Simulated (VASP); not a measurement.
# Na (Fd-3m) in VASP: a series of runs

Na is run at these levels: PBEsol; tasks: relaxation of cell and atoms.

All numbers are computed with VASP 6.6.1; they aren't measurements. Logs are shortened: lines on timing, memory, paths and dates and some standing lists are left out, and cuts for length are marked.

## Step 1: The cell of the first run

The structure is cubic, space group Fd-3m (No. 227). The conventional cell has a = 7.420 Å, b = 7.420 Å, c = 7.420 Å, α = 90.00°, β = 90.00°, γ = 90.00°. Na (site symmetry -43m) has 4 Na at 3.21 Å within 4.2 Å.

## Step 2: Relaxation of cell and atoms, PBEsol, target pressure 20 GPa, at which the enthalpy is minimised

INCAR

```
PREC = Accurate ; ENCUT = 600
EDIFF = 1E-7 ; ISMEAR = -1
SIGMA = 0.05 ; LREAL = F
LASPH = T ; NELM = 80
ALGO = Normal ; ISIF = 3
LWAVE = F ; LCHARG = F
GGA = PS ; IBRION = 2
NSW = 80 ; EDIFFG = -0.02
PSTRESS = 200.0
```

KPOINTS

```
Automatic mesh
0
Gamma
  11 11 11
```

POSCAR

```
Na
1.0
    0.0000000000      3.7100000000      3.7100000000
    3.7100000000      0.0000000000      3.7100000000
    3.7100000000      3.7100000000      0.0000000000
Na
2
Direct
    0.0000000000      0.0000000000      0.0000000000
    0.2500000000      0.2500000000      0.2500000000
```

Potentials or basis: VASP PAW PBE potentials, release 64 (Na_pv).

On the command line:

```console
cat potpaw_PBE.64/Na_pv/POTCAR > POTCAR
mpirun -np 1 vasp_std > vasp.out
```

OUTCAR:

```text
PREC = Accurate
   ENCUT = 600
   EDIFF = 1E-7
   ISMEAR = -1
   LREAL = F
   LASPH = T
   NELM = 80
   ISIF = 3
   GGA = PS
   IBRION = 2
   NSW = 80
   EDIFFG = -0.02
   PSTRESS = 200.0

 ion  position               nearest neighbor table
   1  0.000  0.000  0.000-
   2  0.250  0.250  0.250-

  LATTYP: Found a face centered cubic cell.
 ALAT       =     7.4200000000

  Lattice vectors:

 A1 = (   0.0000000000,   3.7100000000,   3.7100000000)
 A2 = (   3.7100000000,   0.0000000000,   3.7100000000)
 A3 = (   3.7100000000,   3.7100000000,   0.0000000000)

Analysis of symmetry for initial positions (statically):
=====================================================================
 Subroutine PRICEL returns:
 Original cell was already a primitive cell.

 Routine SETGRP: Setting up the symmetry group for a
 face centered cubic supercell.

 Subroutine GETGRP returns: Found 48 space group operations
 (whereof 24 operations were pure point group operations)
 out of a pool of 48 trial point group operations.

The static configuration has the point symmetry T_d .
 The point group associated with its full space group is O_h .

Analysis of symmetry for dynamics (positions and initial velocities):
=====================================================================
 Subroutine PRICEL returns:
 Original cell was already a primitive cell.

 Routine SETGRP: Setting up the symmetry group for a
 face centered cubic supercell.

 Subroutine GETGRP returns: Found 48 space group operations
 (whereof 24 operations were pure point group operations)
 out of a pool of 48 trial point group operations.

The dynamic configuration has the point symmetry T_d .
 The point group associated with its full space group is O_h .

 Subroutine INISYM returns: Found 48 space group operations
 (whereof 24 operations are pure point group operations),
 and found     1 'primitive' translations

----------------------------------------------------------------------------------------

                                     Primitive cell

  volume of cell :     102.1296

  direct lattice vectors                    reciprocal lattice vectors
     0.000000000  3.710000000  3.710000000    -0.134770889  0.134770889  0.134770889
     3.710000000  0.000000000  3.710000000     0.134770889 -0.134770889  0.134770889
     3.710000000  3.710000000  0.000000000     0.134770889  0.134770889 -0.134770889

  length of vectors
     5.246732316  5.246732316  5.246732316     0.233430028  0.233430028  0.233430028

  position of ions in fractional coordinates (direct lattice)
     0.000000000  0.000000000  0.000000000
     0.250000000  0.250000000  0.250000000

  ion indices of the primitive-cell ions
   primitive index   ion index
                 1           1
                 2           2

----------------------------------------------------------------------------------------

 KPOINTS: Automatic mesh

Automatic generation of k-mesh.
 Grid dimensions read from file:
 generate k-points for:   11   11   11

 Generating k-lattice:

  Cartesian coordinates                     Fractional coordinates (reciprocal lattice)
    -0.012251899  0.012251899  0.012251899     0.090909091  0.000000000  0.000000000
     0.012251899 -0.012251899  0.012251899     0.000000000  0.090909091  0.000000000
     0.012251899  0.012251899 -0.012251899     0.000000000  0.000000000  0.090909091

  Length of vectors
     0.021220912  0.021220912  0.021220912

  Shift w.r.t. Gamma in fractional coordinates (k-lattice)
     0.000000000  0.000000000  0.000000000

 Subroutine IBZKPT returns following result:
 ===========================================

 Found     56 irreducible k-points:

 Following reciprocal coordinates:
            Coordinates               Weight
  0.000000  0.000000  0.000000      1.000000
  0.090909  0.000000  0.000000      8.000000
  0.181818  0.000000  0.000000      8.000000
  0.272727  0.000000  0.000000      8.000000
  0.363636  0.000000  0.000000      8.000000
  0.454545  0.000000  0.000000      8.000000
[... 16 lines left out ...]
 -0.272727  0.181818  0.000000     24.000000
 -0.181818  0.181818  0.000000     12.000000
 [... further k-points ...]
   k-points           NKPTS =     56   k-points in BZ     NKDIM =     56   number of bands    NBANDS=     11
   number of dos      NEDOS =    301   number of ions     NIONS =      2
   total plane-waves  NPLWV =  74088
   dimension x,y,z NGX =    42 NGY =   42 NGZ =   42
   dimension x,y,z NGXF=    84 NGYF=   84 NGZF=   84
   ions per type =               2
   NGX,Y,Z   is equivalent  to a cutoff of  13.31, 13.31, 13.31 a.u.
   NGXF,Y,Z  is equivalent  to a cutoff of  26.62, 26.62, 26.62 a.u.
 SYSTEM =  unknown system
   PREC   = accura    normal or accurate (medium, high low for compatibility)
   ISTART =      0    job   : 0-new  1-cont  2-samecut
   ICHARG =      2    charge: 1-file 2-atom 10-const
   ISPIN  =      1    spin polarized calculation?
   LNONCOLLINEAR =      F non collinear calculations
   LSORBIT =      F    spin-orbit coupling
   LASPH  =      T    aspherical Exc in radial PAW
   ENCUT  =  600.0 eV  44.10 Ry    6.64 a.u.  10.48 10.48 10.48*2*pi/ulx,y,z
   NELM   =     80;   NELMIN=  2; NELMDL= -5     # of ELM steps
   EDIFF  = 0.1E-06   stopping-criterion for ELM
   LREAL  =      F    real-space projection
   EDIFFG = -.2E-01   stopping-criterion for IOM
   NSW    =     80    number of steps for IOM
   IBRION =      2    ionic relax: 0-MD 1-quasi-New 2-CG
   NFREE  =      1    steps in history (QN), initial steepest desc. (CG)
   ISIF   =      3    stress and relaxation
   ISYM   =      2    0-nonsym 1-usesym 2-fastsym
   POTIM  = 0.5000    time-step for ionic-motion
   TEBEG  =    0.0;   TEEND  =   0.0 temperature during run
   PSTRESS=  200.0 pullay stress
   NELECT =      14.0000    total number of electrons
   NUPDOWN=      -1.0000    fix difference up-down
   EMIN   =  10.00;   EMAX   =-10.00  energy-range for DOS
   EFERMI =   0.00;   METHOD = LEGACY
   ISMEAR =    -1;   SIGMA  =   0.05  broadening in eV -4-tet -1-fermi 0-gaus
   EFERMI_NEDOS =   21; number of points for ismear=-14 and -15
   IALGO  =     38    algorithm
   IMIX   =      4    mixing-type and parameters
     AMIX     =   0.40;   BMIX     =  1.00
     AMIX_MAG =   1.60;   BMIX_MAG =  1.00
  volume/ion in A,a.u.               =      51.06       344.60
  Fermi-wavevector in a.u.,A,eV,Ry     =   0.844112  1.595141  9.694501  0.712526
  Thomas-Fermi vector in A             =   1.959088
   LORBIT       =      0    0 simple, 1 ext, 2 COOP (PROOUT), +10 PAW based schemes
   GGA     = PS    functional components
   LHFCALC =     F    Hartree Fock is set to
   AEXX    =    0.0000 exact exchange contribution
   IVDW    =     0    specifies the selected vdW correction
   LEPSILON=     F    determine dielectric tensor
   LRPA    =     F    only Hartree local field effects (RPA)
 conjugate gradient relaxation of ions
 non-spin polarized calculation
  energy-cutoff  :      600.00
  volume of cell :      102.13
 maximum number of plane-waves:      3479
 NGX is ok and might be reduce to    42
   NGX = 21   NGY = 21   NGZ = 21

--------------------------------------- Ionic step        1  -------------------------------------------

 number of electron      14.0000007 magnetization

 Free energy of the ion-electron system (eV)
  ---------------------------------------------------
  ext. energy  EPLUGINS =         0.00000000
  ---------------------------------------------------
  free energy    TOTEN  =        -2.09537183 eV

  energy without entropy =       -2.08575157  energy(sigma->0) =       -2.09056170

 E-fermi :  -0.4941     XC(G=0):  -5.6615

 val. band max:       -0.5589973240   @ k =  -0.3636   0.3636   0.0909
 cond. band min:      -0.4626979756   @ k =  -0.4545   0.1818   0.0909
 fundamental gap:      0.0962993484
 Fermi energy:        -0.4941342037

 k-point     1 :       0.0000    0.0000    0.0000
  band No.  band energies     occupation
      1     -25.8164      2.00000
      2     -25.8164      2.00000
      3     -25.8164      2.00000
      4     -25.7751      2.00000
      5     -25.7751      2.00000
      6     -25.7751      2.00000
      7      -3.1558      2.00000
      8       4.2788      0.00000
      9       4.2788      0.00000
     10       4.2788      0.00000
     11       4.5838      0.00000
[... 309 lines left out ...]
 k-point    24 :      -0.1818    0.1818    0.0000
  band No.  band energies     occupation
      1     -25.8217      2.00000
      2     -25.8189      2.00000
      3     -25.8132      2.00000
      4     -25.7788      2.00000
      5     -25.7726      2.00000
      6     -25.7701      2.00000
      7      -2.4270      2.00000
      8       1.6938      0.00000
      9       1.7509      0.00000
     10       3.8528      0.00000
     11       4.7013      0.00000

 [... further k-points ...]
[... 5 lines left out ...]
  --------------------------------------------------------------------------------------
  -------------------------------------------------------------------------------------
  Total        0.0544202      0.0544202      0.0544202      0.0000000     -0.0000000     -0.0000000
  in kB        0.8537271      0.8537271      0.8537271      0.0000000     -0.0000000     -0.0000000
  external PRESSURE =    -199.1462729 kB  Pullay stress =     200.0000000 kB
[... 25 lines left out ...]
--------------------------------------- Ionic step        2  -------------------------------------------

 number of electron      14.0000003 magnetization

 E-fermi :   4.1153     XC(G=0):  -9.0061

 val. band max:        4.0476998386   @ k =  -0.4545   0.1818   0.0000
 cond. band min:       4.1458219842   @ k =  -0.4545   0.4545   0.0000
 fundamental gap:      0.0981221456
 Fermi energy:         4.1153496417

 k-point     1 :       0.0000    0.0000    0.0000
  band No.  band energies     occupation
      1     -22.8283      2.00000
      2     -22.8283      2.00000
      3     -22.8283      2.00000
      4     -22.2160      2.00000
      5     -22.2160      2.00000
      6     -22.2160      2.00000
      7      -1.3386      2.00000
      8      13.3828      0.00000
      9      13.3828      0.00000
     10      13.3828      0.00000
     11      13.5812      0.00000
[... 309 lines left out ...]
 k-point    24 :      -0.1818    0.1818    0.0000
  band No.  band energies     occupation
      1     -22.9670      2.00000
      2     -22.8881      2.00000
      3     -22.8183      2.00000
      4     -22.2617      2.00000
      5     -22.1590      2.00000
      6     -22.1010      2.00000
      7       0.2360      2.00000
      8       8.2497      0.00000
      9       8.6350      0.00000
     10      12.1685      0.00000
     11      14.0779      0.00000

 [... further k-points ...]
[... 5 lines left out ...]
  --------------------------------------------------------------------------------------
  -------------------------------------------------------------------------------------
  Total        5.4500342      5.4500342      5.4500342      0.0000000      0.0000000      0.0000000
  in kB      256.0162658    256.0162658    256.0162658      0.0000000      0.0000000      0.0000000
  external PRESSURE =      56.0162658 kB  Pullay stress =     200.0000000 kB
[... 59 lines left out ...]
  energy  without entropy=       -0.1949445098  energy(sigma->0) =       -0.19680895

  enthalpy is  TOTEN    =         4.4142840335 eV   P V=        4.6129574305

[... ionic steps 4 to 15 ...]

--------------------------------------- Ionic step       16  -------------------------------------------

 number of electron      14.0000003 magnetization

------------------------ aborting loop because EDIFF is reached ----------------------------------------
[... 71 lines left out ...]
--------------------------------------- Ionic step       18  -------------------------------------------

 number of electron      14.0000003 magnetization

 Free energy of the ion-electron system (eV)
  ---------------------------------------------------
  ext. energy  EPLUGINS =         0.00000000
  ---------------------------------------------------
  free energy    TOTEN  =        -0.23496441 eV

  energy without entropy =       -0.23114542  energy(sigma->0) =       -0.23305491

 E-fermi :   3.5252     XC(G=0):  -8.6694

 val. band max:        3.4888194598   @ k =  -0.3636   0.3636   0.0000
 cond. band min:       3.6036282624   @ k =  -0.4545   0.4545   0.0000
 fundamental gap:      0.1148088026
 Fermi energy:         3.5252227134

 k-point     1 :       0.0000    0.0000    0.0000
  band No.  band energies     occupation
      1     -23.1277      2.00000
      2     -23.1277      2.00000
      3     -23.1277      2.00000
      4     -22.6157      2.00000
      5     -22.6157      2.00000
      6     -22.6157      2.00000
      7      -1.6406      2.00000
      8      12.3644      0.00000
      9      12.3644      0.00000
     10      12.3644      0.00000
     11      12.5279      0.00000
[... 309 lines left out ...]
 k-point    24 :      -0.1818    0.1818    0.0000
  band No.  band energies     occupation
      1     -23.2384      2.00000
      2     -23.1761      2.00000
      3     -23.1165      2.00000
      4     -22.6548      2.00000
      5     -22.5698      2.00000
      6     -22.5230      2.00000
      7      -0.1570      2.00000
      8       7.4916      0.00000
      9       7.7742      0.00000
     10      11.3036      0.00000
     11      12.9596      0.00000

 [... further k-points ...]
[... 5 lines left out ...]
  --------------------------------------------------------------------------------------
  -------------------------------------------------------------------------------------
  Total        4.6485740      4.6485740      4.6485740      0.0000000     -0.0000000      0.0000000
  in kB      199.9884851    199.9884851    199.9884851      0.0000000     -0.0000000      0.0000000
  external PRESSURE =      -0.0115149 kB  Pullay stress =     200.0000000 kB
[... 21 lines left out ...]
  energy  without entropy=       -0.2311454172  energy(sigma->0) =       -0.23305491

  enthalpy is  TOTEN    =         4.4138772475 eV   P V=        4.6488416590

 reached required accuracy - stopping structural energy minimisation
```

It took 6.5 min on 1 thread of Intel Xeon Platinum 8488C (Sapphire Rapids), shared host; peak memory 0.29 GiB.

What came out:

| Item | Value |
| --- | --- |
| Free energy | -0.2350 eV |
| Relaxed volume | 18.62 Å³/atom |
| Relaxed cell | a = 3.748 Å, b = 3.748 Å, c = 3.748 Å, α = 60.00°, β = 60.00°, γ = 60.00° |
| Space group after relaxing (to 0.05 Å) | Fd-3m (No. 227) |
| Energy change on relaxing (the enthalpy is what falls) | +930.2 meV/atom |
| Ionic steps | 18 |
| Pressure after relaxing | 20.0 GPa |
| Band gap on the k mesh | zero (band 7 reaches 3.79 eV, above the bottom of band 8 at 3.04 eV) |

Step by step:
| step | energy change (eV) | largest force (eV/Å) | pressure (GPa) | volume (Å³) |
| --- | --- | --- | --- | --- |
| 1 | 0.0000 | 0.0000 | 0.09 | 102.13 |
| 2 | 2.3038 | 0.0000 | 25.60 | 34.11 |
| 3 | 1.8967 | 0.0000 | 20.49 | 36.95 |
| 4 | 1.7855 | 0.0000 | 19.09 | 37.86 |
| 5 | 1.7867 | 0.0000 | 19.11 | 37.85 |
| 6 | 1.7902 | 0.0000 | 19.15 | 37.82 |
| 7 | 1.7902 | 0.0000 | 19.14 | 37.82 |
| 8 | 1.7903 | 0.0000 | 19.14 | 37.82 |
| 9 | 1.7905 | 0.0000 | 19.16 | 37.81 |
| 10 | 1.7909 | 0.0000 | 19.16 | 37.81 |
| 11 | 1.7917 | 0.0000 | 19.17 | 37.80 |
| 12 | 1.7934 | 0.0000 | 19.19 | 37.79 |
| 13 | 1.7966 | 0.0000 | 19.34 | 37.76 |
| 14 | 1.8032 | 0.0000 | 19.37 | 37.71 |
| 15 | 1.8164 | 0.0000 | 19.49 | 37.60 |
| 16 | 1.8430 | 0.0000 | 19.79 | 37.38 |
| 17 | 1.8972 | 0.0000 | 20.45 | 36.95 |
| 18 | 1.8604 | 0.0000 | 20.00 | 37.24 |

Final structure:
```cif
data_structure
_symmetry_space_group_name_H-M 'P 1'
_symmetry_Int_Tables_number 1
_cell_length_a 3.7484
_cell_length_b 3.7484
_cell_length_c 3.7484
_cell_angle_alpha 60.000
_cell_angle_beta 60.000
_cell_angle_gamma 60.000
_cell_volume 37.24
loop_
_atom_site_label
_atom_site_type_symbol
_atom_site_fract_x
_atom_site_fract_y
_atom_site_fract_z
_atom_site_occupancy
Na1 Na 0.00000 0.00000 0.00000 1
Na2 Na 0.25000 0.25000 0.25000 1
```

Caveat: the cell is relaxed towards a set pressure, so the enthalpy falls and the energy may rise; the volume moved by over 15 % at a fixed basis, so the end points are rough; the PAW data sets were made with another functional, which shifts forces and pressure a little.

[end of part 1 of 2]
